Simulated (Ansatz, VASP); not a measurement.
MgI2: VASP beside Ansatz

```xyz
3
Lattice="4.1547 0.0000 0.0000 -2.0773 3.5980 0.0000 0.0000 0.0000 6.8749" Properties=species:S:1:pos:R:3 pbc="T T T"
Mg    0.0000    0.0000    0.0000
I     0.0000    2.3987    5.2066
I     2.0773    1.1993    1.6683
```

Alike in both runs: functional r2SCAN; dispersion rVV10; k mesh 6 × 6 × 4; occupations gaussian, width 0.02 eV; no spin polarisation.

Ansatz relaxed the structure, and its values are those at the end. VASP's run is a single point on that final structure, the one shown.

|  | VASP | Ansatz |
| --- | --- | --- |
| version | VASP 6.6.1 | Ansatz 0.2.0 |
| potentials or method | VASP PAW PBE potentials, release 64 (Mg, I), cutoff 520 eV | scalar-relativistic, plane waves, PAW |
| valence electrons in the cell | 16 | 44 |

|  | VASP | Ansatz | Ansatz less VASP |
| --- | --- | --- | --- |
| gap on the k mesh at the Fermi level (eV) | 4.07 | 4.10 | +0.032 |
| least direct gap on the mesh (eV) | 4.42 | 4.45 | +0.029 |
| pressure (GPa) | 0.0 | 0.0 | +0.01 |
| rms of the force components (eV/Å) | 0.005 | 0.000 | -0.0050 |

VASP's potentials were made for PBE, not for r2SCAN. VASP's potentials hold 16 valence electrons a cell and Ansatz's 44, so a difference there can come from the potentials and not from the codes.

Spin-orbit coupling is off throughout.
